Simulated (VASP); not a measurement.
Wanted: the native input for a VASP 6.6.1 run.

| Item | Value |
| --- | --- |
| Task | single point |
| Functional | LDA |
| Potentials or basis | VASP PAW LDA potentials, release 64 (Ce, Te) |
| Cutoff | 520 eV |
| k mesh | 8 × 8 × 8 |
| Occupations | fermi-dirac, width 0.1 eV |
| Spin | collinear spin, ferromagnetic start |
| Starting moments | [0.7, 0.0] μB |
| Dipole correction | no |
| Further INCAR settings | ALGO = Normal; EDIFF = 1e-06; NBANDS = 20 |

The structure of CeTe lies in POSCAR:

```
CeTe
1.0
    3.9117466554      0.0000000000      0.0000000000
    0.0000000000      3.9117466554      0.0000000000
    0.0000000000      0.0000000000      3.9117466554
Ce Te
1 1
Direct
    0.0000000000      0.0000000000      0.0000000000
    0.5000000000      0.5000000000      0.5000000000
```

One way to write it, as run:

INCAR

```
SYSTEM = CeTe
  PREC = Accurate
  ENCUT = 520
  EDIFF = 1E-6
  ISMEAR = -1
  SIGMA = 0.1
  LREAL = .False.
  LASPH = .True.
  NELM = 150
  ALGO = Normal
  ISIF = 2
  LWAVE = .False.
  LCHARG = .False.
  ISPIN = 2
  MAGMOM = 0.7 0
  LORBIT = 11
  LMAXMIX = 6
  GGA = CA
  NBANDS = 20
```

KPOINTS

```
Automatic mesh
0
Gamma
  8 8 8
  0 0 0
```

Potentials or basis: VASP PAW LDA potentials, release 64 (Ce, Te).

Run with:

```console
$ cat potpaw_LDA.64/Ce/POTCAR potpaw_LDA.64/Te/POTCAR > POTCAR
$ mpirun -np 1 vasp_std > vasp.out
```

Results of the run:

- Pressure: -5.8 GPa
- Net moment: 1.31 μB per cell
- Site moments: Ce +1.12; Te -0.02 μB
- Valence electrons inside the program's atomic spheres: Ce 9.63; Te 3.46

Caveat: the magnetic or orbital state may not be the lowest; the cell stands under tension.

It took 4.2 min on 1 thread of Intel Xeon 8259CL, on a shared host, peak memory 0.23 GiB.
